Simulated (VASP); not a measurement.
# TiN in VASP: further runs, part 2 of 2

VASP 6.6.1.

### Step 4. Single point, PBEsol

Contents of INCAR:

```
PREC = Accurate ; ENCUT = 520
EDIFF = 1E-6 ; ISMEAR = 1
SIGMA = 0.1 ; LREAL = F
LASPH = T ; NELM = 120
ALGO = Normal ; ISIF = 2
LWAVE = F ; LCHARG = F
LDIPOL = T ; IDIPOL = 3
DIPOL = 0.5 0.5 0.500 ; GGA = PS
NBANDS = 25 ; EFIELD = -0.2
GGA_COMPAT = F ; NELMDL = -8
```

Contents of KPOINTS:

```
Automatic mesh
0
Gamma
  7 7 1
```

Contents of POSCAR:

```
TiN
1.0
    2.9967185387      0.0000000000      0.0000000000
    1.4983592693      2.5952343825      0.0000000000
    0.0000000000      0.0000000000     15.6702156612
Ti N
2 2
Direct
    0.0000000000      0.0000000000      0.3828919863
    0.3333333333      0.3333333333      0.5390360046
    0.6666666667      0.6666666667      0.4609639954
    0.0000000000      1.0000000000      0.6171080137
```

Potentials or basis: VASP PAW PBE potentials, release 64 (Ti_sv, N).

On the command line:

```bash
cat potpaw_PBE.64/Ti_sv/POTCAR potpaw_PBE.64/N/POTCAR > POTCAR
mpirun -np 1 vasp_std > vasp.out
```

OUTCAR:

```text
PREC = Accurate
   ENCUT = 520
   EDIFF = 1E-6
   ISMEAR = 1
   LREAL = F
   LASPH = T
   NELM = 120
   ISIF = 2
   GGA = PS
   NELMDL = -8

 ion  position               nearest neighbor table
   1  0.000  0.000  0.383-   3 2.12   3 2.12   3 2.12
   2  0.333  0.333  0.539-   4 2.12   4 2.12   4 2.12   3 2.12   3 2.12   3 2.12
   3  0.667  0.667  0.461-   1 2.12   1 2.12   1 2.12   2 2.12   2 2.12   2 2.12
   4  0.000  0.000  0.617-   2 2.12   2 2.12   2 2.12

  LATTYP: Found a hexagonal cell.
 ALAT       =     2.9967185387
 C/A-ratio  =     5.2291249442

  Lattice vectors:

 A1 = (  -1.4983592693,  -2.5952343825,   0.0000000000)
 A2 = (   2.9967185387,   0.0000000000,   0.0000000000)
 A3 = (   0.0000000000,   0.0000000000,  15.6702156612)

Analysis of symmetry for initial positions (statically):
=====================================================================
 Subroutine PRICEL returns:
 Original cell was already a primitive cell.

 Routine SETGRP: Setting up the symmetry group for a
 hexagonal supercell.

[... 162 lines left out ...]
 cond. band min:      -1.1256605369   @ k =   0.4286   0.1429   0.0000
 fundamental gap:      0.0453072728
 Fermi energy:        -1.1618721609

 k-point     1 :       0.0000    0.0000    0.0000
  band No.  band energies     occupation
      1     -58.1920      2.00000
      2     -57.4354      2.00000
      3     -34.7559      2.00000
      4     -34.2648      2.00000
      5     -34.2648      2.00000
      6     -33.8173      2.00000
[... 213 lines left out ...]
     24       2.8508      0.00000
     25       4.1519      0.00000

------------------------ aborting loop because EDIFF is reached ----------------------------------------

 vacuum level on the upper side and lower side of the slab       (xc-potential included)         2.203        -2.887

  FORCE on cell =-STRESS in cart. coord.  units (eV):
  Direction    XX          YY          ZZ          XY          YZ          ZX
  --------------------------------------------------------------------------------------
  -------------------------------------------------------------------------------------
  Total       -3.6361657     -3.6361657     -6.2824160      0.0000000      0.0000000     -0.0000000
  in kB      -47.8031735    -47.8031735    -82.5923378      0.0000000      0.0000000     -0.0000000
  external PRESSURE =     -59.3995616 kB  Pullay stress =       0.0000000 kB

 VOLUME and BASIS-vectors are now :
 -----------------------------------------------------------------------------
  energy-cutoff  :      520.00
  volume of cell :      121.87
      direct lattice vectors                 reciprocal lattice vectors
     2.996718539  0.000000000  0.000000000     0.333698339 -0.192660826  0.000000000
     1.498359269  2.595234383  0.000000000     0.000000000  0.385321652  0.000000000
     0.000000000  0.000000000 15.670215661     0.000000000  0.000000000  0.063815331

 POSITION                                       TOTAL-FORCE (eV/Angst)
 -----------------------------------------------------------------------------------
      0.00000      0.00000      6.00000        -0.000000      0.000000      1.317535
      1.49836      0.86508      8.44681         0.000000     -0.000000      5.000833
      2.99672      1.73016      7.22341        -0.000000      0.000000     -1.914268
      0.00000      0.00000      9.67022        -0.000000     -0.000000     -4.404100
 -----------------------------------------------------------------------------------
    total drift:                               -0.000000     -0.000000     -0.000197

  FREE ENERGIE OF THE ION-ELECTRON SYSTEM (eV)
  ---------------------------------------------------
  free  energy   TOTEN  =       -36.0974726675 eV

  energy  without entropy=      -36.0961774820  energy(sigma->0) =      -36.09704094

 vacuum level on the upper side and lower side of the slab         7.597         2.437
```

stdout:

```text
POSCAR found type information on POSCAR TiN
 POSCAR found :  2 types and       4 ions
 scaLAPACK will be used
 -----------------------------------------------------------------------------
|                                                                             |
|                                                                             |
|     You enforced a specific xc type in the INCAR file but a different       |
|     I HOPE YOU KNOW WHAT YOU ARE DOING!                                     |
|                                                                             |
 -----------------------------------------------------------------------------

 LDA part: xc-table for (Slater+PW92), standard interpolation
 POSCAR, INCAR and KPOINTS ok, starting setup
 FFT: planning ... GRIDC
 FFT: planning ... GRID_SOFT
 FFT: planning ... GRID
 WAVECAR not read
 entering main loop
```

It took 92 s on 1 thread of Intel Xeon 8259CL, shared host; peak memory 0.24 GiB.

What came out:

- Free energy: -36.0975 eV
- Largest force: 5.001 eV/Å
- Band gap on the k mesh: 0.05 eV (least direct gap 0.16 eV)

Forces in eV/Å, atoms in the order of the input:
```
Ti   0.000  0.000  1.318
Ti   0.000  0.000  5.001
N    0.000  0.000 -1.914
N    0.000  0.000 -4.404
```

Caveat: the PAW data sets were made with another functional, which shifts forces and pressure a little.

### Step 5. Single point, PBEsol

INCAR: that of step 4 with these lines changed.

```diff
@@ -8,3 +8,3 @@
 DIPOL = 0.5 0.5 0.500 ; GGA = PS
-NBANDS = 25 ; EFIELD = -0.2
+NBANDS = 25 ; EFIELD = -0.3
 GGA_COMPAT = F ; NELMDL = -8
```

Contents of KPOINTS:

```
regular mesh
0
Gamma
  7 7 1
```

POSCAR is that of step 4.

On the command line:

```bash
cat potpaw_PBE.64/Ti_sv/POTCAR potpaw_PBE.64/N/POTCAR > POTCAR
mpirun -np 1 vasp_std > vasp.out
```

Wall time 88 s (1 thread of Intel Xeon 8259CL, shared host); peak memory 0.24 GiB.

The run converged. Its results:

| Quantity | Value |
| --- | --- |
| Free energy | -36.0904 eV |
| Largest force | 5.007 eV/Å |
| Band gap on the k mesh | 0.05 eV (least direct gap 0.16 eV) |

Forces in eV/Å, atoms in the order of the input:
```
Ti   0.000  0.000  1.320
Ti   0.000  0.000  5.007
N    0.000  0.000 -1.917
N    0.000  0.000 -4.410
```

Levels at points of the mesh, in eV from the valence-band top:
```csv
k point,band 15,band 16,band 17,band 18,band 19,band 20
"(0.00, 0.00, 0.00)",-0.55,-0.38,-0.38,0.91,0.99,0.99
```

Caveat: the PAW data sets were made with another functional, which shifts forces and pressure a little.

### Step 6. Overview

```tsv
electric field (eV/Å)	gap on the mesh (eV)	largest force (eV/Å)
-	0.05	4.99
-0.1 eV/Å	0.05	5.00
-0.2 eV/Å	0.05	5.00
-0.3 eV/Å	0.05	5.01
```

Alike in all rows: task single point; level PBEsol; potentials or basis VASP PAW PBE potentials, release 64 (Ti_sv, N); no spin polarisation; cell as given; k mesh 7 × 7 × 1; cutoff (eV) 520; smearing methfessel-paxton 0.1 eV.

Caveats: the PAW data sets were made with another functional, which shifts forces and pressure a little.

Absolute energies hang on the potentials; compare differences alone.
